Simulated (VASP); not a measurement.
# KNi (P1) in VASP: single point with LDA

Aim: the single point of KNi with LDA.

Everything below comes from runs of VASP 6.6.1. Logs are shortened: lines on timing, memory, paths and dates and some standing lists are left out, and cuts for length are marked.

## (1) The cell of the first run

The typed cell holds 2 atoms: a = 3.660 Å, b = 3.660 Å, c = 3.479 Å, α = 90.00°, β = 90.00°, γ = 90.00°.

## (2) Single point, LDA, collinear spin, ferromagnetic start

File INCAR:

```
ALGO = Normal ; EDIFF = 1E-6
ENCUT = 520 ; GGA = CA
ISIF = 2 ; ISMEAR = 0
ISPIN = 2 ; LASPH = True
LCHARG = True ; LELF = True
LMAXMIX = 4 ; LORBIT = 11
LREAL = False ; LVHAR = True
LWAVE = False ; MAGMOM = 0 1
NBANDS = 20 ; NELM = 150
PREC = Accurate ; SIGMA = 0.1
```

File KPOINTS:

```
k-points
0
Gamma
  7 7 7
```

File POSCAR:

```
KNi
1.0
    3.6604778900      0.0000000000      0.0000000000
    0.0000000000      3.6604778900      0.0000000000
    0.0000000000      0.0000000000      3.4788877700
K Ni
1 1
Direct
   -0.0027010000     -0.0027880000      0.0025890000
    0.5056830000      0.5003780000      0.5263380000
```

Potentials or basis: VASP PAW LDA potentials, release 64 (K_sv, Ni).

The run is started by

```sh
$ cat potpaw_LDA.64/K_sv/POTCAR potpaw_LDA.64/Ni/POTCAR > POTCAR
$ mpirun -np 1 vasp_std > vasp.out
```

OUTCAR:

```text
EDIFF = 1E-6
   ENCUT = 520
   GGA = CA
   ISIF = 2
   ISMEAR = 0
   ISPIN = 2
   LASPH = True
   LORBIT = 11
   LREAL = False
   NELM = 150
   PREC = Accurate

 ion  position               nearest neighbor table
   1  0.997  0.997  0.003-   2 3.05   2 3.06   2 3.08   2 3.10   2 3.14   2 3.15   2 3.18   2 3.19

   2  0.506  0.500  0.526-   1 3.05   1 3.06   1 3.08   1 3.10   1 3.14   1 3.15   1 3.18   1 3.19

  LATTYP: Found a simple tetragonal cell.
 ALAT       =     3.6604778900
 C/A-ratio  =     0.9503916905

  Lattice vectors:

 A1 = (   3.6604778900,   0.0000000000,   0.0000000000)
 A2 = (   0.0000000000,   3.6604778900,   0.0000000000)
 A3 = (   0.0000000000,   0.0000000000,   3.4788877700)

Analysis of symmetry for initial positions (statically):
=====================================================================
 Subroutine PRICEL returns:
 Original cell was already a primitive cell.

 Routine SETGRP: Setting up the symmetry group for a
 simple tetragonal supercell.

 Subroutine GETGRP returns: Found  1 space group operations
 (whereof  1 operations were pure point group operations)
 out of a pool of 16 trial point group operations.

The static configuration has the point symmetry C_1 .

Analysis of symmetry for dynamics (positions and initial velocities):
=====================================================================
 Subroutine PRICEL returns:
 Original cell was already a primitive cell.

 Routine SETGRP: Setting up the symmetry group for a
 simple tetragonal supercell.

 Subroutine GETGRP returns: Found  1 space group operations
 (whereof  1 operations were pure point group operations)
 out of a pool of 16 trial point group operations.

The dynamic configuration has the point symmetry C_1 .

Analysis of structural, dynamic, and magnetic symmetry:
=====================================================================
 Subroutine PRICEL returns:
 Original cell was already a primitive cell.

 Routine SETGRP: Setting up the symmetry group for a
 simple tetragonal supercell.

 Subroutine GETGRP returns: Found  1 space group operations
 (whereof  1 operations were pure point group operations)
 out of a pool of 16 trial point group operations.

The overall configuration has the point symmetry C_1 .

 Subroutine INISYM returns: Found  1 space group operations
 (whereof  1 operations are pure point group operations),
 and found     1 'primitive' translations

----------------------------------------------------------------------------------------

                                     Primitive cell

  volume of cell :      46.6140

  direct lattice vectors                    reciprocal lattice vectors
     3.660477890  0.000000000  0.000000000     0.273188373  0.000000000  0.000000000
     0.000000000  3.660477890  0.000000000     0.000000000  0.273188373  0.000000000
     0.000000000  0.000000000  3.478887770     0.000000000  0.000000000  0.287448192

  length of vectors
     3.660477890  3.660477890  3.478887770     0.273188373  0.273188373  0.287448192

  position of ions in fractional coordinates (direct lattice)
     0.997299000  0.997212000  0.002589000
     0.505683000  0.500378000  0.526338000

  ion indices of the primitive-cell ions
   primitive index   ion index
                 1           1
                 2           2

----------------------------------------------------------------------------------------

 KPOINTS: k-points

Automatic generation of k-mesh.
 Grid dimensions read from file:
 generate k-points for:    7    7    7

 Generating k-lattice:

  Cartesian coordinates                     Fractional coordinates (reciprocal lattice)
     0.039026910  0.000000000  0.000000000     0.142857143  0.000000000  0.000000000
     0.000000000  0.039026910  0.000000000     0.000000000  0.142857143  0.000000000
     0.000000000  0.000000000  0.041064027     0.000000000  0.000000000  0.142857143

  Length of vectors
     0.039026910  0.039026910  0.041064027

  Shift w.r.t. Gamma in fractional coordinates (k-lattice)
     0.000000000  0.000000000  0.000000000

 Subroutine IBZKPT returns following result:
 ===========================================

 Found    172 irreducible k-points:

 Following reciprocal coordinates:
            Coordinates               Weight
  0.000000  0.000000  0.000000      1.000000
  0.142857  0.000000  0.000000      2.000000
  0.000000  0.142857  0.000000      2.000000
  0.285714  0.000000  0.000000      2.000000
  0.000000  0.285714  0.000000      2.000000
  0.428571  0.000000  0.000000      2.000000
[... 16 lines left out ...]
  0.285714  0.428571  0.000000      2.000000
  0.428571  0.428571  0.000000      2.000000
 [... further k-points ...]
   k-points           NKPTS =    172   k-points in BZ     NKDIM =    172   number of bands    NBANDS=     20
   number of dos      NEDOS =    301   number of ions     NIONS =      2
   total plane-waves  NPLWV =  21952
   dimension x,y,z NGX =    28 NGY =   28 NGZ =   28
   dimension x,y,z NGXF=    56 NGYF=   56 NGZF=   56
   ions per type =               1   1
   NGX,Y,Z   is equivalent  to a cutoff of  12.72, 12.72, 13.38 a.u.
   NGXF,Y,Z  is equivalent  to a cutoff of  25.43, 25.43, 26.76 a.u.
 SYSTEM =  unknown system
   PREC   = accura    normal or accurate (medium, high low for compatibility)
   ISTART =      0    job   : 0-new  1-cont  2-samecut
   ICHARG =      2    charge: 1-file 2-atom 10-const
   ISPIN  =      2    spin polarized calculation?
   LNONCOLLINEAR =      F non collinear calculations
   LSORBIT =      F    spin-orbit coupling
   LASPH  =      T    aspherical Exc in radial PAW
   ENCUT  =  520.0 eV  38.22 Ry    6.18 a.u.   6.81  6.81  6.47*2*pi/ulx,y,z
   NELM   =    150;   NELMIN=  2; NELMDL= -5     # of ELM steps
   EDIFF  = 0.1E-05   stopping-criterion for ELM
   LREAL  =      F    real-space projection
   EDIFFG = 0.1E-04   stopping-criterion for IOM
   NSW    =      0    number of steps for IOM
   IBRION =     -1    ionic relax: 0-MD 1-quasi-New 2-CG
   NFREE  =      0    steps in history (QN), initial steepest desc. (CG)
   ISIF   =      2    stress and relaxation
   ISYM   =      2    0-nonsym 1-usesym 2-fastsym
   POTIM  = 0.5000    time-step for ionic-motion
   TEBEG  =    0.0;   TEEND  =   0.0 temperature during run
   PSTRESS=    0.0 pullay stress
   NELECT =      19.0000    total number of electrons
   NUPDOWN=      -1.0000    fix difference up-down
   EMIN   =  10.00;   EMAX   =-10.00  energy-range for DOS
   EFERMI =   0.00;   METHOD = LEGACY
   ISMEAR =     0;   SIGMA  =   0.10  broadening in eV -4-tet -1-fermi 0-gaus
   EFERMI_NEDOS =   21; number of points for ismear=-14 and -15
   IALGO  =     38    algorithm
   IMIX   =      4    mixing-type and parameters
     AMIX     =   0.40;   BMIX     =  1.00
     AMIX_MAG =   1.60;   BMIX_MAG =  1.00
  volume/ion in A,a.u.               =      23.31       157.28
  Fermi-wavevector in a.u.,A,eV,Ry     =   1.213819  2.293786 20.046242  1.473357
  Thomas-Fermi vector in A             =   2.349259
   LORBIT       =     11    0 simple, 1 ext, 2 COOP (PROOUT), +10 PAW based schemes
   GGA     = CA    functional components
   LHFCALC =     F    Hartree Fock is set to
   AEXX    =    0.0000 exact exchange contribution
   IVDW    =     0    specifies the selected vdW correction
   LEPSILON=     F    determine dielectric tensor
   LRPA    =     F    only Hartree local field effects (RPA)
 spin polarized calculation
 Gauss-broadening in eV      SIGMA  =   0.10
  energy-cutoff  :      520.00
  volume of cell :       46.61
 maximum number of plane-waves:      1281
   NGX = 13   NGY = 13   NGZ = 13

 number of electron      19.0000004 magnetization       0.5884091

 Free energy of the ion-electron system (eV)
  ---------------------------------------------------
  ext. energy  EPLUGINS =         0.00000000
  ---------------------------------------------------
  free energy    TOTEN  =        -5.30390703 eV

  energy without entropy =       -5.29145913  energy(sigma->0) =       -5.29768308

 E-fermi :   1.9246     XC(G=0):  -9.6330

 val. band max:        1.8959401551   @ k =  -0.4286   0.4286   0.0000
 cond. band min:       1.9370067461   @ k =   0.4286   0.4286   0.1429
 fundamental gap:      0.0410665910
 Fermi energy:         1.9245914281

 spin component 1

 k-point     1 :       0.0000    0.0000    0.0000
  band No.  band energies     occupation
      1     -27.5763      1.00000
      2     -11.1781      1.00000
      3     -11.1779      1.00000
      4     -11.1017      1.00000
      5      -1.8363      1.00000
      6       0.5708      1.00000
[... 12 lines left out ...]
     19      15.0362      0.00000
     20      16.9742      0.00000

 k-point     2 :       0.1429    0.0000    0.0000
  band No.  band energies     occupation
      1     -27.5689      1.00000
      2     -11.2788      1.00000
      3     -11.1703      1.00000
      4     -11.0947      1.00000
      5      -1.5371      1.00000
      6       0.6109      1.00000
[... 12 lines left out ...]
     19      15.4397      0.00000
     20      15.9915      0.00000

 k-point     3 :       0.0000    0.1429    0.0000
  band No.  band energies     occupation
      1     -27.5689      1.00000
      2     -11.2789      1.00000
      3     -11.1703      1.00000
      4     -11.0947      1.00000
      5      -1.5371      1.00000
      6       0.6113      1.00000
[... 12 lines left out ...]
     19      15.4367      0.00000
     20      15.9916      0.00000

 k-point     4 :       0.2857    0.0000    0.0000
  band No.  band energies     occupation
      1     -27.5522      1.00000
      2     -11.4952      1.00000
      3     -11.1530      1.00000
      4     -11.0790      1.00000
      5      -0.7278      1.00000
      6       0.6785      1.00000
[... 429 lines left out ...]
 k-point    23 :       0.2857    0.4286    0.0000
  band No.  band energies     occupation
      1     -27.5167      1.00000
      2     -11.5919      1.00000
      3     -11.4094      1.00000
      4     -11.0402      1.00000
      5       0.2809      1.00000
      6       0.9670      1.00000
[... 12 lines left out ...]
     19      14.4417      0.00000
     20      15.5299      0.00000

 k-point    24 :       0.4286    0.4286    0.0000
  band No.  band energies     occupation
      1     -27.5044      1.00000
      2     -11.5568      1.00000
      3     -11.5488      1.00000
      4     -11.0256      1.00000
      5       0.2416      1.00000
      6       0.9071      1.00000
[... 12 lines left out ...]
     19      13.6400      0.00000
     20      16.2102      0.00000

 [... further k-points ...]

 spin component 2

 k-point     1 :       0.0000    0.0000    0.0000
  band No.  band energies     occupation
      1     -27.5780      1.00000
      2     -11.1803      1.00000
      3     -11.1801      1.00000
      4     -11.1050      1.00000
      5      -1.7725      1.00000
      6       1.1462      1.00000
[... 12 lines left out ...]
     19      15.1359      0.00000
     20      17.0795      0.00000

 k-point     2 :       0.1429    0.0000    0.0000
  band No.  band energies     occupation
      1     -27.5707      1.00000
      2     -11.2808      1.00000
      3     -11.1725      1.00000
      4     -11.0980      1.00000
      5      -1.4725      1.00000
      6       1.1928      1.00000
[... 12 lines left out ...]
     19      15.5285      0.00000
     20      16.0915      0.00000

 k-point     3 :       0.0000    0.1429    0.0000
  band No.  band energies     occupation
      1     -27.5707      1.00000
      2     -11.2809      1.00000
      3     -11.1725      1.00000
      4     -11.0980      1.00000
      5      -1.4725      1.00000
      6       1.1932      1.00000
[... 12 lines left out ...]
     19      15.5256      0.00000
     20      16.0915      0.00000

 k-point     4 :       0.2857    0.0000    0.0000
  band No.  band energies     occupation
      1     -27.5540      1.00000
      2     -11.4967      1.00000
      3     -11.1552      1.00000
      4     -11.0822      1.00000
      5      -0.6558      1.00000
      6       1.2773      1.00000
[... 429 lines left out ...]
 k-point    23 :       0.2857    0.4286    0.0000
  band No.  band energies     occupation
      1     -27.5185      1.00000
      2     -11.5938      1.00000
      3     -11.4117      1.00000
      4     -11.0435      1.00000
      5       0.5454      1.00000
      6       1.3265      1.00000
[... 12 lines left out ...]
     19      14.5318      0.00000
     20      15.6089      0.00000

 k-point    24 :       0.4286    0.4286    0.0000
  band No.  band energies     occupation
      1     -27.5061      1.00000
      2     -11.5591      1.00000
      3     -11.5511      1.00000
      4     -11.0290      1.00000
      5       0.5497      1.00000
      6       1.2390      1.00000
[... 12 lines left out ...]
     19      13.7243      0.00000
     20      16.2457      0.00000

 [... further k-points ...]

------------------------ aborting loop because EDIFF is reached ----------------------------------------

  FORCE on cell =-STRESS in cart. coord.  units (eV):
  Direction    XX          YY          ZZ          XY          YZ          ZX
  --------------------------------------------------------------------------------------
  -------------------------------------------------------------------------------------
  Total        0.0687100      0.0714807     -0.3933259      0.0014017      0.0029668      0.0077942
  in kB        2.3616437      2.4568769    -13.5190809      0.0481795      0.1019712      0.2678965
  external PRESSURE =      -2.9001867 kB  Pullay stress =       0.0000000 kB

 VOLUME and BASIS-vectors are now :
 -----------------------------------------------------------------------------
  energy-cutoff  :      520.00
  volume of cell :       46.61
      direct lattice vectors                 reciprocal lattice vectors
     3.660477890  0.000000000  0.000000000     0.273188373  0.000000000  0.000000000
     0.000000000  3.660477890  0.000000000     0.000000000  0.273188373  0.000000000
     0.000000000  0.000000000  3.478887770     0.000000000  0.000000000  0.287448192

 POSITION                                       TOTAL-FORCE (eV/Angst)
 -----------------------------------------------------------------------------------
      3.65059      3.65027      0.00901         0.059765      0.022556      0.134328
      1.85104      1.83162      1.83107        -0.059765     -0.022556     -0.134328
 -----------------------------------------------------------------------------------
    total drift:                               -0.000217     -0.000082      0.000135

  FREE ENERGIE OF THE ION-ELECTRON SYSTEM (eV)
  ---------------------------------------------------
  free  energy   TOTEN  =        -5.3039070304 eV

  energy  without entropy=       -5.2914591283  energy(sigma->0) =       -5.29768308

 total charge

# of ion       s       p       d       tot
------------------------------------------
    1        1.985   5.550   0.069   7.604
    2        0.492   0.062   8.441   8.995
--------------------------------------------------
tot          2.476   5.613   8.510  16.599

 magnetization (x)

# of ion       s       p       d       tot
------------------------------------------
    1       -0.001   0.002  -0.004  -0.003
    2        0.026  -0.000   0.560   0.586
--------------------------------------------------
tot          0.025   0.002   0.555   0.582
```

Run time: 7.3 min. Hardware: 1 thread of Oxide Virtual Turin-like, shared host; peak memory 0.3 GiB.

Results:

```
Free energy                                           : -5.3039 eV
Pressure                                              : -0.3 GPa
Largest force                                         : 0.149 eV/Å
Net moment                                            : 0.59 μB per cell
Site moments                                          : K -0.00; Ni +0.59 μB
Valence electrons inside the program's atomic spheres : K 7.60; Ni 8.99
```

Forces on the atoms (eV/Å):
```
K    0.060  0.023  0.134
Ni  -0.060 -0.023 -0.134
```
